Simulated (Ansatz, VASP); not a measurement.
# InP: VASP beside Ansatz

```
CELL_PARAMETERS angstrom
3.86019 0.00000 0.00000
0.00000 5.45913 0.00000
0.00000 0.00000 24.65048
ATOMIC_POSITIONS crystal
In 0.50000 0.50000 0.31094
In 0.00000 0.00000 0.37592
In 0.50000 0.50000 0.46490
In 0.00000 0.00000 0.53510
In 0.50000 0.50000 0.62408
In 0.00000 0.00000 0.68906
P 0.50000 0.00000 0.30364
P 0.00000 0.50000 0.38319
P 0.50000 0.00000 0.45939
P 0.00000 0.50000 0.54061
P 0.50000 0.00000 0.61681
P 0.00000 0.50000 0.69636
```

Alike in both runs: functional PBEsol; k mesh 9 × 7 × 1; occupations gaussian, width 0.1 eV; no spin polarisation.

Ansatz relaxed the structure, and its values are those at the end. VASP's run is a single point on that final structure, the one shown.

|  | VASP | Ansatz |
| --- | --- | --- |
| version | VASP 6.6.1 | Ansatz 0.2.0 |
| potentials or method | VASP PAW PBE potentials, release 64 (In_d, P), cutoff 520 eV | scalar-relativistic, plane waves, PAW |
| valence electrons in the cell | 108 | 108 |

```tsv
	VASP	Ansatz	Ansatz less VASP
gap on the k mesh at the Fermi level (eV)	none	none	-
rms of the force components (eV/Å)	0.003	0.003	-0.0002
```

VASP's potentials were made for PBE, not for PBEsol. A gap of «none» marks a metal or a gap that the smearing closes. Ansatz's warnings: xc potential rough in thin density.
